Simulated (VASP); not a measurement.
# TiB4: single point with PBE

Crystal: TiB4.

```
Ti B
1.0
     2.71455    0.00000    0.00000
     0.00000    3.99767    0.00000
     0.00000    0.00000    4.70173
Ti B
1 4
Direct
  0.00000 0.50000 0.00000
  0.50000 0.00000 0.83333
  0.00000 0.00000 0.33333
  0.00000 0.00000 0.66667
  0.50000 0.00000 0.16667
```

| Quantity | Value |
| --- | --- |
| Program | VASP 6.6.1 |
| Task | single point |
| Functional | PBE |
| Potentials or basis | VASP PAW PBE potentials, release 64 (Ti_sv, B) |
| Cutoff | 520 eV |
| k mesh | 6 × 4 × 4 |
| Occupations | gaussian, width 0.1 eV |
| Spin | no spin polarisation |

| Item | Value |
| --- | --- |
| Pressure | 19.9 GPa |
| Largest force | 0.542 eV/Å |
| Band gap on the k mesh | zero (band 12 reaches 5.72 eV, above the bottom of band 13 at 4.04 eV) |

Forces on the atoms (eV/Å):
```
Ti   0.000  0.000  0.000
B    0.000  0.000 -0.542
B    0.000  0.000 -0.092
B    0.000  0.000  0.092
B    0.000  0.000  0.542
```

Stress tensor (GPa, compression positive):
```
 50.72   0.00   0.00
  0.00 -32.17   0.00
  0.00   0.00  41.17
```

Levels at points of the mesh, in eV from the Fermi level:
| k point | band 10 | band 11 | band 12 | band 13 | band 14 | band 15 |
| --- | --- | --- | --- | --- | --- | --- |
| (0.00, 0.00, 0.00) | -1.58 | -1.22 | 0.52 | 1.31 | 2.10 | 2.40 |
| (0.50, 0.00, 0.00) | -3.81 | -3.18 | 0.00 | 0.70 | 0.81 | 1.46 |
| (0.00, 0.50, 0.00) | -1.41 | -0.82 | 0.06 | 2.03 | 2.04 | 2.06 |
| (0.50, 0.50, 0.00) | -3.40 | -1.74 | -1.60 | -1.06 | 1.19 | 2.27 |
| (0.00, 0.00, 0.50) | -1.82 | -1.40 | -0.16 | 0.00 | 1.82 | 2.10 |
| (0.50, 0.00, 0.50) | -1.21 | -1.11 | -0.96 | 0.11 | 1.18 | 3.59 |
| (0.00, 0.50, 0.50) | -1.84 | -0.94 | -0.70 | 0.29 | 0.72 | 2.32 |
| (0.50, 0.50, 0.50) | -1.47 | -1.34 | -1.20 | -0.16 | 0.36 | 1.37 |

It took 32 s on 1 thread of Intel(R) Xeon(R) Platinum 8375C CPU @ 2.90GHz (Ice Lake), with other jobs on the host, peak memory 0.18 GiB.

Caveat: the k points lie up to 0.39 Å⁻¹ apart.
